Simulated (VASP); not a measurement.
# Be5H (I4/mmm) in VASP: a series of runs

Runs on Be5H. Level: PBE. Tasks: single point.

All numbers are computed with VASP 6.6.1; they aren't measurements. Logs are shortened: lines on timing, memory, paths and dates and some standing lists are left out, and cuts for length are marked.

**1. The cell of the first run**

It takes space group I4/mmm (No. 139, tetragonal). The conventional cell has a = 3.828 Å, b = 3.828 Å, c = 6.019 Å, α = 90.00°, β = 90.00°, γ = 90.00°. Be (site symmetry mmm) has 4 Be at 1.50 to 1.91 Å and 2 H at 1.91 Å within 2.0 Å. Be (site symmetry 4/mmm) has 12 Be at 1.91 to 2.43 Å within 2.5 Å. Within 2.0 Å of Be (site symmetry -4m2) lie 2 Be at 1.50 Å. Within 2.5 Å of H (site symmetry 4/mmm) lie 12 Be at 1.91 to 2.43 Å.

The cell was built from a structure type or drawn by symmetry, and may not be a known phase.

**2. Single point, PBE**

Input file INCAR:

```
SYSTEM = Be5H
PREC = Accurate ; ENCUT = 520
EDIFF = 1E-7 ; ISMEAR = 0
SIGMA = 0.1 ; LREAL = .FALSE.
LASPH = .TRUE. ; NELM = 100
ALGO = Normal ; ISIF = 2
LWAVE = .FALSE. ; LCHARG = .FALSE.
GGA = PE ; NBANDS = 14
```

Input file KPOINTS:

```
regular mesh
0
G
  6 6 6
  0 0 0
```

Input file POSCAR:

```
Be5H
1.0
   -1.9139934800      1.9139934800      3.0093261400
    1.9139934800     -1.9139934800      3.0093261400
    1.9139934800      1.9139934800     -3.0093261400
Be H
5 1
Direct
    0.5000000000      0.0000000000      0.5000000000
    0.0000000000      0.5000000000      0.5000000000
    0.5000000000      0.5000000000      0.0000000000
    0.7500000000      0.2500000000      0.5000000000
    0.2500000000      0.7500000000      0.5000000000
    0.0000000000      0.0000000000      0.0000000000
```

Potentials or basis: VASP PAW PBE potentials, release 64 (Be, H).

Launch:

```console
$ cat potpaw_PBE.64/Be/POTCAR potpaw_PBE.64/H/POTCAR > POTCAR
$ mpirun -np 1 vasp_std > vasp.out
```

OUTCAR:

```text
SYSTEM = Be5H
   PREC = Accurate
   ENCUT = 520
   EDIFF = 1E-7
   ISMEAR = 0
   LREAL = .FALSE.
   LASPH = .TRUE.
   NELM = 100
   ISIF = 2
   GGA = PE

 ion  position               nearest neighbor table
   1  0.500  0.000  0.500-   4 1.50   5 1.50   3 1.91   3 1.91
   2  0.000  0.500  0.500-   4 1.50   5 1.50   3 1.91   3 1.91
   3  0.500  0.500  0.000-   1 1.91   2 1.91   1 1.91   2 1.91
   4  0.750  0.250  0.500-   1 1.50   2 1.50
   5  0.250  0.750  0.500-   1 1.50   2 1.50
   6  0.000  0.000  0.000-

  LATTYP: Found a body centered tetragonal cell.
 ALAT       =     3.8279869600
 C/A-ratio  =     1.5722760665

  Lattice vectors:

 A1 = (  -1.9139934800,   1.9139934800,   3.0093261400)
 A2 = (   1.9139934800,  -1.9139934800,   3.0093261400)
 A3 = (   1.9139934800,   1.9139934800,  -3.0093261400)

Analysis of symmetry for initial positions (statically):
=====================================================================
 Subroutine PRICEL returns:
 Original cell was already a primitive cell.

 Routine SETGRP: Setting up the symmetry group for a
 body centered tetragonal supercell.

 Subroutine GETGRP returns: Found 16 space group operations
 (whereof 16 operations were pure point group operations)
 out of a pool of 16 trial point group operations.

The static configuration has the point symmetry D_4h.

Analysis of symmetry for dynamics (positions and initial velocities):
=====================================================================
 Subroutine PRICEL returns:
 Original cell was already a primitive cell.

 Routine SETGRP: Setting up the symmetry group for a
 body centered tetragonal supercell.

 Subroutine GETGRP returns: Found 16 space group operations
 (whereof 16 operations were pure point group operations)
 out of a pool of 16 trial point group operations.

The dynamic configuration has the point symmetry D_4h.

 Subroutine INISYM returns: Found 16 space group operations
 (whereof 16 operations are pure point group operations),
 and found     1 'primitive' translations

----------------------------------------------------------------------------------------

                                     Primitive cell

  volume of cell :      44.0971

  direct lattice vectors                    reciprocal lattice vectors
    -1.913993480  1.913993480  3.009326140     0.000000000  0.261233910  0.166150153
     1.913993480 -1.913993480  3.009326140     0.261233910  0.000000000  0.166150153
     1.913993480  1.913993480 -3.009326140     0.261233910  0.261233910  0.000000000

  length of vectors
     4.047565429  4.047565429  4.047565429     0.309594944  0.309594944  0.369440538

  position of ions in fractional coordinates (direct lattice)
     0.500000000  0.000000000  0.500000000
     0.000000000  0.500000000  0.500000000
     0.500000000  0.500000000  0.000000000
     0.750000000  0.250000000  0.500000000
     0.250000000  0.750000000  0.500000000
     0.000000000  0.000000000  0.000000000

  ion indices of the primitive-cell ions
   primitive index   ion index
                 1           1
                 2           2
                 3           3
                 4           4
                 5           5
                 6           6

----------------------------------------------------------------------------------------

 KPOINTS: regular mesh

Automatic generation of k-mesh.
 Grid dimensions read from file:
 generate k-points for:    6    6    6

 Generating k-lattice:

  Cartesian coordinates                     Fractional coordinates (reciprocal lattice)
     0.000000000  0.043538985  0.027691692     0.166666667  0.000000000  0.000000000
     0.043538985  0.000000000  0.027691692     0.000000000  0.166666667  0.000000000
     0.043538985  0.043538985  0.000000000     0.000000000  0.000000000  0.166666667

  Length of vectors
     0.051599157  0.051599157  0.061573423

  Shift w.r.t. Gamma in fractional coordinates (k-lattice)
     0.000000000  0.000000000  0.000000000

 Subroutine IBZKPT returns following result:
 ===========================================

 Found     30 irreducible k-points:

 Following reciprocal coordinates:
            Coordinates               Weight
  0.000000  0.000000  0.000000      1.000000
  0.166667  0.000000 -0.000000      8.000000
  0.333333  0.000000 -0.000000      8.000000
  0.500000  0.000000 -0.000000      4.000000
  0.166667  0.166667 -0.000000      8.000000
  0.333333  0.166667 -0.000000     16.000000
[... 16 lines left out ...]
 -0.333333 -0.333333  0.166667      8.000000
 -0.166667 -0.333333  0.166667      8.000000
 [... further k-points ...]
   k-points           NKPTS =     30   k-points in BZ     NKDIM =     30   number of bands    NBANDS=     14
   number of dos      NEDOS =    301   number of ions     NIONS =      6
   total plane-waves  NPLWV =  27000
   dimension x,y,z NGX =    30 NGY =   30 NGZ =   30
   dimension x,y,z NGXF=    60 NGYF=   60 NGZF=   60
   ions per type =               5   1
   NGX,Y,Z   is equivalent  to a cutoff of  12.32, 12.32, 12.32 a.u.
   NGXF,Y,Z  is equivalent  to a cutoff of  24.64, 24.64, 24.64 a.u.
 SYSTEM =  Be5H
   PREC   = accura    normal or accurate (medium, high low for compatibility)
   ISTART =      0    job   : 0-new  1-cont  2-samecut
   ICHARG =      2    charge: 1-file 2-atom 10-const
   ISPIN  =      1    spin polarized calculation?
   LNONCOLLINEAR =      F non collinear calculations
   LSORBIT =      F    spin-orbit coupling
   LASPH  =      T    aspherical Exc in radial PAW
   ENCUT  =  520.0 eV  38.22 Ry    6.18 a.u.   7.53  7.53  7.53*2*pi/ulx,y,z
   NELM   =    100;   NELMIN=  2; NELMDL= -5     # of ELM steps
   EDIFF  = 0.1E-06   stopping-criterion for ELM
   LREAL  =      F    real-space projection
   EDIFFG = 0.1E-05   stopping-criterion for IOM
   NSW    =      0    number of steps for IOM
   IBRION =     -1    ionic relax: 0-MD 1-quasi-New 2-CG
   NFREE  =      0    steps in history (QN), initial steepest desc. (CG)
   ISIF   =      2    stress and relaxation
   ISYM   =      2    0-nonsym 1-usesym 2-fastsym
   POTIM  = 0.5000    time-step for ionic-motion
   TEBEG  =    0.0;   TEEND  =   0.0 temperature during run
   PSTRESS=    0.0 pullay stress
   NELECT =      11.0000    total number of electrons
   NUPDOWN=      -1.0000    fix difference up-down
   EMIN   =  10.00;   EMAX   =-10.00  energy-range for DOS
   EFERMI =   0.00;   METHOD = LEGACY
   ISMEAR =     0;   SIGMA  =   0.10  broadening in eV -4-tet -1-fermi 0-gaus
   EFERMI_NEDOS =   21; number of points for ismear=-14 and -15
   IALGO  =     38    algorithm
   IMIX   =      4    mixing-type and parameters
     AMIX     =   0.40;   BMIX     =  1.00
     AMIX_MAG =   1.60;   BMIX_MAG =  1.00
  volume/ion in A,a.u.               =       7.35        49.60
  Fermi-wavevector in a.u.,A,eV,Ry     =   1.030550  1.947457 14.449836  1.062033
  Thomas-Fermi vector in A             =   2.164654
   LORBIT       =      0    0 simple, 1 ext, 2 COOP (PROOUT), +10 PAW based schemes
   GGA     = PE    functional components
   LHFCALC =     F    Hartree Fock is set to
   AEXX    =    0.0000 exact exchange contribution
   IVDW    =     0    specifies the selected vdW correction
   LEPSILON=     F    determine dielectric tensor
   LRPA    =     F    only Hartree local field effects (RPA)
 non-spin polarized calculation
 Gauss-broadening in eV      SIGMA  =   0.10
  energy-cutoff  :      520.00
  volume of cell :       44.10
 maximum number of plane-waves:      1203
   NGX = 15   NGY = 15   NGZ = 15

 number of electron      10.9999999 magnetization

 Free energy of the ion-electron system (eV)
  ---------------------------------------------------
  ext. energy  EPLUGINS =         0.00000000
  ---------------------------------------------------
  free energy    TOTEN  =        -9.03926475 eV

  energy without entropy =       -9.02361133  energy(sigma->0) =       -9.03143804

 E-fermi :   5.2636     XC(G=0): -10.3377

 val. band max:        5.2564026243   @ k =   0.5000   0.3333  -0.0000
 cond. band min:       5.3011966749   @ k =  -0.1667   0.5000   0.1667
 fundamental gap:      0.0447940505
 Fermi energy:         5.2635729678

 k-point     1 :       0.0000    0.0000    0.0000
  band No.  band energies     occupation
      1      -5.0989      2.00000
      2       3.4226      2.00000
      3       3.7864      2.00000
      4       3.7864      2.00000
      5       5.5404      0.00009
      6       6.1114      0.00000
      7       6.4915      0.00000
      8       6.5670      0.00000
      9       6.5670      0.00000
     10       8.8461      0.00000
     11       8.8461      0.00000
     12       9.7736      0.00000
     13      12.9275      0.00000
     14      14.9974      0.00000

 k-point     2 :       0.1667    0.0000   -0.0000
  band No.  band energies     occupation
      1      -4.8119      2.00000
      2       2.0857      2.00000
      3       3.2710      2.00000
      4       3.5630      2.00000
      5       4.9371      2.00000
      6       5.6415      0.00000
      7       6.9426      0.00000
      8       7.1252      0.00000
      9       7.8527      0.00000
     10       8.2236      0.00000
     11       9.3658      0.00000
     12      11.5677      0.00000
     13      13.3469      0.00000
     14      16.7644      0.00000
[... 343 lines left out ...]
      1      -3.4045      2.00000
      2       0.1723      2.00000
      3       0.7942      2.00000
      4       0.9340      2.00000
      5       5.4708      0.00338
      6       6.0166      0.00000
      7       6.9808      0.00000
      8       8.2999      0.00000
      9      10.4506      0.00000
     10      10.6198      0.00000
     11      12.0496      0.00000
     12      13.8701      0.00000
     13      15.6744      0.00000
     14      16.1960      0.00000

 k-point    24 :      -0.1667   -0.3333    0.1667
  band No.  band energies     occupation
      1      -4.1523      2.00000
      2       0.7720      2.00000
      3       1.5578      2.00000
      4       2.2126      2.00000
      5       5.2047      1.59527
      6       5.9914      0.00000
      7       6.7013      0.00000
      8       8.1845      0.00000
      9       9.1880      0.00000
     10      10.2200      0.00000
     11      11.0873      0.00000
     12      12.8419      0.00000
     13      15.3724      0.00000
     14      16.4459      0.00000

 [... further k-points ...]

------------------------ aborting loop because EDIFF is reached ----------------------------------------

  FORCE on cell =-STRESS in cart. coord.  units (eV):
  Direction    XX          YY          ZZ          XY          YZ          ZX
  --------------------------------------------------------------------------------------
  -------------------------------------------------------------------------------------
  Total       -4.3710138     -4.3710138     55.5631767      0.0000000     -0.0000000      0.0000000
  in kB     -158.8117411   -158.8117411   2018.7730253      0.0000000     -0.0000000      0.0000000
  external PRESSURE =     567.0498477 kB  Pullay stress =       0.0000000 kB

 VOLUME and BASIS-vectors are now :
 -----------------------------------------------------------------------------
  energy-cutoff  :      520.00
  volume of cell :       44.10
      direct lattice vectors                 reciprocal lattice vectors
    -1.913993480  1.913993480  3.009326140     0.000000000  0.261233910  0.166150153
     1.913993480 -1.913993480  3.009326140     0.261233910  0.000000000  0.166150153
     1.913993480  1.913993480 -3.009326140     0.261233910  0.261233910  0.000000000

 POSITION                                       TOTAL-FORCE (eV/Angst)
 -----------------------------------------------------------------------------------
      0.00000      1.91399      0.00000         0.000000     -0.000000     -0.000000
      1.91399      0.00000      0.00000         0.000000     -0.000000     -0.000000
      0.00000      0.00000      3.00933         0.000000     -0.000000     -0.000000
      0.00000      1.91399      1.50466        -0.000000      0.000000      0.000000
      1.91399      0.00000      1.50466         0.000000     -0.000000     -0.000000
      0.00000      0.00000      0.00000         0.000000     -0.000000     -0.000000
 -----------------------------------------------------------------------------------
    total drift:                                0.000000     -0.000000      0.000000

  FREE ENERGIE OF THE ION-ELECTRON SYSTEM (eV)
  ---------------------------------------------------
  free  energy   TOTEN  =        -9.0392647474 eV

  energy  without entropy=       -9.0236113291  energy(sigma->0) =       -9.03143804
```

Wall time 10 s (1 thread of Intel Xeon 6975P-C (Granite Rapids), shared host); peak memory 0.16 GiB.

Results:

| Property | Result |
| --- | --- |
| Free energy | -9.0393 eV |
| Pressure | 56.7 GPa |
| Band gap on the k mesh | zero (an odd number of electrons rules out a gap without spin polarisation) |

Caveat: the cell stands under pressure.

**3. Single point, PBE**

This run uses another cell than the first one, of 9.75 Å³/atom.

Input file INCAR:

```
SYSTEM = Be5H
  ALGO = Normal
  EDIFF = 1E-7
  ENCUT = 520
  GGA = PE
  ISIF = 2
  ISMEAR = 0
  LASPH = .True.
  LCHARG = .True.
  LELF = .True.
  LREAL = .False.
  LVHAR = .True.
  LWAVE = .False.
  NBANDS = 14
  NELM = 100
  PREC = Accurate
  SIGMA = 0.1
```

Input file KPOINTS:

```
k-points
0
Gamma
  6 6 6
  0 0 0
```

POSCAR, as its differences from that of step 2:

```diff
@@ -2,5 +2,5 @@
 1.0
-   -1.9139934800      1.9139934800      3.0093261400
-    1.9139934800     -1.9139934800      3.0093261400
-    1.9139934800      1.9139934800     -3.0093261400
+   -1.8953485660      1.8953485660      4.0709095229
+    1.8953485660     -1.8953485660      4.0709095229
+    1.8953485660      1.8953485660     -4.0709095229
 Be H
```

Potentials or basis: VASP PAW PBE potentials, release 64 (Be, H).

Launch:

```console
$ cat potpaw_PBE.64/Be/POTCAR potpaw_PBE.64/H/POTCAR > POTCAR
$ mpirun -np 1 vasp_std > vasp.out
```

It took 13 s on 1 thread of Intel Xeon 6975P-C (Granite Rapids), shared host; peak memory 0.19 GiB.

Results (log left out):

```yaml
Free_energy: -16.2319 eV
Pressure: 0.0 GPa
Band_gap_on_the_k_mesh: zero (an odd number of electrons rules out a gap without spin polarisation)
```

Stress tensor (GPa, compression positive):
```
 0.02  0.00  0.00
 0.00  0.02  0.00
 0.00  0.00 -0.07
```

Levels at points of the mesh, in eV from the Fermi level:
| k point | band 2 | band 3 | band 4 | band 5 | band 6 | band 7 | band 8 | band 9 |
| --- | --- | --- | --- | --- | --- | --- | --- | --- |
| (0.00, 0.00, 0.00) | -3.29 | -1.45 | -1.45 | -1.31 | 1.38 | 1.38 | 1.45 | 1.76 |
| (0.50, 0.00, 0.00) | -6.43 | -3.39 | -2.48 | -0.69 | 0.70 | 1.87 | 3.22 | 3.70 |
| (0.50, 0.50, 0.00) | -4.58 | -4.44 | -3.71 | -2.24 | -2.18 | -0.15 | 2.00 | 4.50 |
| (0.50, 0.50, 0.50) | -6.63 | -2.45 | -2.45 | -0.25 | 1.20 | 2.07 | 4.29 | 4.29 |
